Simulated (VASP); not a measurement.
Ca: single point with PBE

Ca:

```
Ca
1.0
     3.12734    0.00000    0.00000
     0.00000    3.12734    0.00000
     0.00000    0.00000    3.12734
Ca
1
Cartesian
  0.0000 0.0000 0.0000
```

This cell differs from its parent crystal: volume scaled by 0.7.

| Item | Value |
| --- | --- |
| Program | VASP 6.6.1 |
| Task | single point |
| Functional | PBE |
| Potentials or basis | VASP PAW PBE potentials, release 64 (Ca_sv) |
| Cutoff | 520 eV |
| k mesh | 12 × 12 × 12 |
| Occupations | fermi-dirac, width 0.1 eV |
| Spin | no spin polarisation |

```yaml
Pressure: 6.9 GPa
Band_gap_on_the_k_mesh: zero (band 5 reaches 3.70 eV, above the bottom of band 6 at 2.92 eV)
```

Levels at points of the mesh, in eV from the Fermi level:
```
           k point  band 1  band 2  band 3  band 4  band 5  band 6  band 7  band 8  band 9  band 10
(0.00, 0.00, 0.00)  -41.63  -22.35  -22.35  -22.35   -4.25    0.75    0.75    5.37    5.37     5.37
(0.50, 0.00, 0.00)  -41.56  -22.97  -22.30  -22.30   -0.90   -0.16    1.46    3.54    3.54     5.54
(0.50, 0.50, 0.00)  -41.49  -22.87  -22.87  -22.25   -1.01    1.39    3.75    3.75    3.99     3.99
(0.50, 0.50, 0.50)  -41.42  -22.79  -22.79  -22.79    0.45    0.45    0.45    6.39    6.51     6.51
```

It took 5 s on 1 thread of Intel(R) Xeon(R) 6975P-C (Granite Rapids), on a shared host, peak memory 0.15 GiB.
